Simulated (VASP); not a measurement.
# CsB3N3 (P-62m) in VASP: further runs

CsB3N3 is run at these levels: PBE; tasks: single point.

Program: VASP 6.6.1. These are calculated values, not measurements. Logs are shortened: lines on timing, memory, paths and dates and some standing lists are left out, and cuts for length are marked.

### Step 1. The cell of the first run

It takes space group P-62m (No. 189, hexagonal). The conventional cell has a = 4.425 Å, b = 4.425 Å, c = 6.144 Å, α = 90.00°, β = 90.00°, γ = 120.00°. Cs (site symmetry -62m) has 14 B at 3.07 to 4.00 Å and 6 N at 3.28 Å within 4.0 Å. B (site symmetry -6) has 3 N at 1.66 Å within 2.2 Å. Within 1.5 Å of B (site symmetry -62m) lie 3 N at 1.14 Å. Within 1.5 Å of N (site symmetry m2m) lie 1 B at 1.14 Å.

### Step 2. Single point, PBE

File INCAR:

```
PREC = Accurate
ENCUT = 520
EDIFF = 1E-6
ISMEAR = 0
SIGMA = 0.1
LREAL = False
LASPH = True
NELM = 80
ALGO = Normal
ISIF = 2
LWAVE = False
LCHARG = False
GGA = PE
NBANDS = 26
```

File KPOINTS:

```
regular mesh
0
Gamma
  6 6 4
```

File POSCAR:

```
CsB3N3
1.0
    4.4246531600      0.0000000000      0.0000000000
   -2.2123265800      3.8318620400      0.0000000000
    0.0000000000      0.0000000000      6.1442767100
Cs B N
1 3 3
Direct
    0.0000000000      0.0000000000      0.5000000000
    0.3333333300      0.6666666700      0.0000000000
    0.6666666700      0.3333333300      0.0000000000
    0.0000000000      0.0000000000      0.0000000000
    0.2587608200      0.0000000000      0.0000000000
    0.0000000000      0.2587608200      0.0000000000
    0.7412391800      0.7412391800      0.0000000000
```

Potentials or basis: VASP PAW PBE potentials, release 64 (Cs_sv, B, N).

Run with:

```bash
$ cat potpaw_PBE.64/Cs_sv/POTCAR potpaw_PBE.64/B/POTCAR potpaw_PBE.64/N/POTCAR > POTCAR
$ mpirun -np 1 vasp_std > vasp.out
```

OUTCAR:

```text
PREC = Accurate
   ENCUT = 520
   EDIFF = 1E-6
   ISMEAR = 0
   LREAL = False
   LASPH = True
   NELM = 80
   ISIF = 2
   GGA = PE

 ion  position               nearest neighbor table
   1  0.000  0.000  0.500-
   2  0.333  0.667  0.000-   5 1.66   6 1.66   7 1.66
   3  0.667  0.333  0.000-   6 1.66   5 1.66   7 1.66
   4  0.000  0.000  0.000-   5 1.14   6 1.14   7 1.14
   5  0.259  0.000  0.000-   4 1.14   2 1.66   3 1.66
   6  0.000  0.259  0.000-   4 1.14   3 1.66   2 1.66
   7  0.741  0.741  0.000-   4 1.14   2 1.66   3 1.66

  LATTYP: Found a hexagonal cell.
 ALAT       =     4.4246531600
 C/A-ratio  =     1.3886459543

  Lattice vectors:

 A1 = (   4.4246531600,   0.0000000000,   0.0000000000)
 A2 = (  -2.2123265800,   3.8318620400,   0.0000000000)
 A3 = (   0.0000000000,   0.0000000000,   6.1442767100)

Analysis of symmetry for initial positions (statically):
=====================================================================
 Subroutine PRICEL returns:
 Original cell was already a primitive cell.

 Routine SETGRP: Setting up the symmetry group for a
 hexagonal supercell.

 Subroutine GETGRP returns: Found 12 space group operations
 (whereof 12 operations were pure point group operations)
 out of a pool of 24 trial point group operations.

The static configuration has the point symmetry D_3h.

Analysis of symmetry for dynamics (positions and initial velocities):
=====================================================================
 Subroutine PRICEL returns:
 Original cell was already a primitive cell.

 Routine SETGRP: Setting up the symmetry group for a
 hexagonal supercell.

 Subroutine GETGRP returns: Found 12 space group operations
 (whereof 12 operations were pure point group operations)
 out of a pool of 24 trial point group operations.

The dynamic configuration has the point symmetry D_3h.

 Subroutine INISYM returns: Found 12 space group operations
 (whereof 12 operations are pure point group operations),
 and found     1 'primitive' translations

----------------------------------------------------------------------------------------

                                     Primitive cell

  volume of cell :     104.1741

  direct lattice vectors                    reciprocal lattice vectors
     4.424653160  0.000000000  0.000000000     0.226006415  0.130484865  0.000000000
    -2.212326580  3.831862040  0.000000000     0.000000000  0.260969729  0.000000000
     0.000000000  0.000000000  6.144276710     0.000000000  0.000000000  0.162753087

  length of vectors
     4.424653160  4.424653160  6.144276710     0.260969730  0.260969729  0.162753087

  position of ions in fractional coordinates (direct lattice)
     0.000000000  0.000000000  0.500000000
     0.333333330  0.666666670  0.000000000
     0.666666670  0.333333330  0.000000000
     0.000000000  0.000000000  0.000000000
     0.258760820  0.000000000  0.000000000
     0.000000000  0.258760820  0.000000000
     0.741239180  0.741239180  0.000000000

  ion indices of the primitive-cell ions
   primitive index   ion index
                 1           1
                 2           2
                 3           3
                 4           4
                 5           5
                 6           6
                 7           7

----------------------------------------------------------------------------------------

 KPOINTS: regular mesh

Automatic generation of k-mesh.
 Grid dimensions read from file:
 generate k-points for:    6    6    4

 Generating k-lattice:

  Cartesian coordinates                     Fractional coordinates (reciprocal lattice)
     0.037667736  0.021747477  0.000000000     0.166666667  0.000000000  0.000000000
     0.000000000  0.043494955  0.000000000     0.000000000  0.166666667  0.000000000
     0.000000000  0.000000000  0.040688272     0.000000000  0.000000000  0.250000000

  Length of vectors
     0.043494955  0.043494955  0.040688272

  Shift w.r.t. Gamma in fractional coordinates (k-lattice)
     0.000000000  0.000000000  0.000000000

 Subroutine IBZKPT returns following result:
 ===========================================

 Found     21 irreducible k-points:

 Following reciprocal coordinates:
            Coordinates               Weight
  0.000000  0.000000  0.000000      1.000000
  0.166667  0.000000  0.000000      6.000000
  0.333333 -0.000000  0.000000      6.000000
  0.500000 -0.000000  0.000000      3.000000
  0.166667  0.166667  0.000000      6.000000
  0.333333  0.166667  0.000000     12.000000
[... 13 lines left out ...]
  0.333333  0.166667  0.500000     12.000000
  0.333333  0.333333  0.500000      2.000000
   k-points           NKPTS =     21   k-points in BZ     NKDIM =     21   number of bands    NBANDS=     26
   number of dos      NEDOS =    301   number of ions     NIONS =      7
   total plane-waves  NPLWV =  62208
   dimension x,y,z NGX =    36 NGY =   36 NGZ =   48
   dimension x,y,z NGXF=    72 NGYF=   72 NGZF=   96
   ions per type =               1   3   3
   NGX,Y,Z   is equivalent  to a cutoff of  13.53, 13.53, 12.99 a.u.
   NGXF,Y,Z  is equivalent  to a cutoff of  27.05, 27.05, 25.97 a.u.
 SYSTEM =  unknown system
   PREC   = accura    normal or accurate (medium, high low for compatibility)
   ISTART =      0    job   : 0-new  1-cont  2-samecut
   ICHARG =      2    charge: 1-file 2-atom 10-const
   ISPIN  =      1    spin polarized calculation?
   LNONCOLLINEAR =      F non collinear calculations
   LSORBIT =      F    spin-orbit coupling
   LASPH  =      T    aspherical Exc in radial PAW
   ENCUT  =  520.0 eV  38.22 Ry    6.18 a.u.   8.23  8.23 11.42*2*pi/ulx,y,z
   NELM   =     80;   NELMIN=  2; NELMDL= -5     # of ELM steps
   EDIFF  = 0.1E-05   stopping-criterion for ELM
   LREAL  =      F    real-space projection
   EDIFFG = 0.1E-04   stopping-criterion for IOM
   NSW    =      0    number of steps for IOM
   IBRION =     -1    ionic relax: 0-MD 1-quasi-New 2-CG
   NFREE  =      0    steps in history (QN), initial steepest desc. (CG)
   ISIF   =      2    stress and relaxation
   ISYM   =      2    0-nonsym 1-usesym 2-fastsym
   POTIM  = 0.5000    time-step for ionic-motion
   TEBEG  =    0.0;   TEEND  =   0.0 temperature during run
   PSTRESS=    0.0 pullay stress
   NELECT =      33.0000    total number of electrons
   NUPDOWN=      -1.0000    fix difference up-down
   EMIN   =  10.00;   EMAX   =-10.00  energy-range for DOS
   EFERMI =   0.00;   METHOD = LEGACY
   ISMEAR =     0;   SIGMA  =   0.10  broadening in eV -4-tet -1-fermi 0-gaus
   EFERMI_NEDOS =   21; number of points for ismear=-14 and -15
   IALGO  =     38    algorithm
   IMIX   =      4    mixing-type and parameters
     AMIX     =   0.40;   BMIX     =  1.00
     AMIX_MAG =   1.60;   BMIX_MAG =  1.00
  volume/ion in A,a.u.               =      14.88       100.43
  Fermi-wavevector in a.u.,A,eV,Ry     =   1.115988  2.108912 16.945093  1.245429
  Thomas-Fermi vector in A             =   2.252598
   LORBIT       =      0    0 simple, 1 ext, 2 COOP (PROOUT), +10 PAW based schemes
   GGA     = PE    functional components
   LHFCALC =     F    Hartree Fock is set to
   AEXX    =    0.0000 exact exchange contribution
   IVDW    =     0    specifies the selected vdW correction
   LEPSILON=     F    determine dielectric tensor
   LRPA    =     F    only Hartree local field effects (RPA)
 non-spin polarized calculation
 Gauss-broadening in eV      SIGMA  =   0.10
  energy-cutoff  :      520.00
  volume of cell :      104.17
 maximum number of plane-waves:      2824
 NGX is ok and might be reduce to    36
   NGX = 17   NGY = 17   NGZ = 23

 number of electron      33.0000000 magnetization

 Free energy of the ion-electron system (eV)
  ---------------------------------------------------
  ext. energy  EPLUGINS =         0.00000000
  ---------------------------------------------------
  free energy    TOTEN  =       -40.85239058 eV

  energy without entropy =      -40.84564000  energy(sigma->0) =      -40.84901529

 E-fermi :   4.6954     XC(G=0):  -9.0418

 val. band max:        4.5687845687   @ k =   0.1667   0.1667   0.5000
 cond. band min:       4.7491669442   @ k =   0.1667   0.1667   0.2500
 fundamental gap:      0.1803823754
 Fermi energy:         4.6953875195

 k-point     1 :       0.0000    0.0000    0.0000
  band No.  band energies     occupation
      1     -19.0412      2.00000
      2     -16.7660      2.00000
      3     -13.0127      2.00000
      4     -13.0127      2.00000
      5      -7.2938      2.00000
      6      -6.7927      2.00000
[... 18 lines left out ...]
     25      10.4276      0.00000
     26      10.4467      0.00000

 k-point     2 :       0.1667    0.0000    0.0000
  band No.  band energies     occupation
      1     -19.0230      2.00000
      2     -16.6534      2.00000
      3     -13.2824      2.00000
      4     -13.1010      2.00000
      5      -7.0875      2.00000
      6      -6.7125      2.00000
[... 18 lines left out ...]
     25       9.9360      0.00000
     26      10.3239      0.00000

 k-point     3 :       0.3333   -0.0000    0.0000
  band No.  band energies     occupation
      1     -18.9865      2.00000
      2     -16.3748      2.00000
      3     -13.8495      2.00000
      4     -13.2612      2.00000
      5      -7.1460      2.00000
      6      -6.5420      2.00000
[... 485 lines left out ...]
 k-point    20 :       0.3333    0.1667    0.5000
  band No.  band energies     occupation
      1     -18.9498      2.00000
      2     -16.2513      2.00000
      3     -14.0215      2.00000
      4     -13.5044      2.00000
      5      -6.8068      2.00000
      6      -6.2075      2.00000
[... 18 lines left out ...]
     25      10.2231      0.00000
     26      10.3338      0.00000

 k-point    21 :       0.3333    0.3333    0.5000
  band No.  band energies     occupation
      1     -18.9415      2.00000
      2     -16.1530      2.00000
      3     -13.8808      2.00000
      4     -13.8808      2.00000
      5      -6.0765      2.00000
      6      -6.0765      2.00000
[... 18 lines left out ...]
     25       9.2160      0.00000
     26       9.4586      0.00000

------------------------ aborting loop because EDIFF is reached ----------------------------------------

  FORCE on cell =-STRESS in cart. coord.  units (eV):
  Direction    XX          YY          ZZ          XY          YZ          ZX
  --------------------------------------------------------------------------------------
  -------------------------------------------------------------------------------------
  Total       27.7709587     27.7709587      0.4456726     -0.0000000     -0.0000000      0.0000000
  in kB      427.1118213    427.1118214      6.8543559     -0.0000000     -0.0000000      0.0000000
  external PRESSURE =     287.0259995 kB  Pullay stress =       0.0000000 kB

 VOLUME and BASIS-vectors are now :
 -----------------------------------------------------------------------------
  energy-cutoff  :      520.00
  volume of cell :      104.17
      direct lattice vectors                 reciprocal lattice vectors
     4.424653160  0.000000000  0.000000000     0.226006415  0.130484865  0.000000000
    -2.212326580  3.831862040  0.000000000     0.000000000  0.260969729  0.000000000
     0.000000000  0.000000000  6.144276710     0.000000000  0.000000000  0.162753087

 POSITION                                       TOTAL-FORCE (eV/Angst)
 -----------------------------------------------------------------------------------
      0.00000      0.00000      3.07214        -0.000000     -0.000000     -0.000000
     -0.00000      2.55457      0.00000        -0.000000     -0.000000     -0.000000
      2.21233      1.27729      0.00000        -0.000000     -0.000000     -0.000000
      0.00000      0.00000      0.00000        -0.000000     -0.000000     -0.000000
      1.14493      0.00000      0.00000        31.658840     -0.000000      0.000000
     -0.57246      0.99154      0.00000       -15.829420     27.417359      0.000000
      1.63986      2.84033      0.00000       -15.829420    -27.417359     -0.000000
 -----------------------------------------------------------------------------------
    total drift:                                0.000001      0.000002      0.000000

  FREE ENERGIE OF THE ION-ELECTRON SYSTEM (eV)
  ---------------------------------------------------
  free  energy   TOTEN  =       -40.8523905833 eV

  energy  without entropy=      -40.8456399979  energy(sigma->0) =      -40.84901529
```

It took 26 s on 1 thread of Intel Xeon 6975P-C (Granite Rapids), shared host; peak memory 0.25 GiB.

What came out:

- Free energy: -40.8524 eV
- Pressure: 28.7 GPa
- Largest force: 31.659 eV/Å

Forces in eV/Å, atoms in the order of the input:
```
Cs    0.000   0.000   0.000
B     0.000   0.000   0.000
B     0.000   0.000   0.000
B     0.000   0.000   0.000
N    31.659   0.000   0.000
N   -15.829  27.417   0.000
N   -15.829 -27.417   0.000
```

Stress tensor (GPa, compression positive):
```
42.71  0.00  0.00
 0.00 42.71  0.00
 0.00  0.00  0.69
```

Caveat: spin-orbit coupling is left out, which moves the levels of the heavy elements; forces of over 1 eV/Å act on the atoms, so gaps and moduli don't describe the material at rest.

(Continued in part 2 of 2.)
